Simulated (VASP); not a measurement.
CuI (Marshite), 2 atoms in the cell. It takes space group F-43m (No. 216, cubic). The conventional cell has a = 6.198 Å, b = 6.198 Å, c = 6.198 Å, α = 90.00°, β = 90.00°, γ = 90.00°. Within 3.5 Å of Cu (site symmetry -43m) lie 4 I at 2.68 Å. Within 3.5 Å of I (site symmetry -43m) lie 4 Cu at 2.68 Å.  This cell differs from its parent crystal: volume changed by +6%.

```yaml
Program: VASP 6.6.1
Task: single point
Functional: PBE
Potentials_or_basis: VASP PAW PBE potentials, release 64 (Cu, I)
Cutoff: 520 eV
k_mesh: 6 × 6 × 6
Occupations: gaussian, width 0.01 eV
Spin: no spin polarisation
Dipole_correction: no
Further_INCAR_settings: ALGO = Normal; EDIFF = 1e-06; NBANDS = 16
```

Potentials or basis: VASP PAW PBE potentials, release 64 (Cu, I).

Launch:

```bash
$ cat potpaw_PBE.64/Cu/POTCAR potpaw_PBE.64/I/POTCAR > POTCAR
$ mpirun -np 1 vasp_std > vasp.out
```

Hardware: 1 thread of AMD EPYC 7R13, on a shared host.

Task: Estimate the wall time of this run.

Result: It took 51 s on 1 thread of AMD EPYC 7R13, on a shared host, peak memory 0.17 GiB. Counts: scf iterations 12, k points 16.
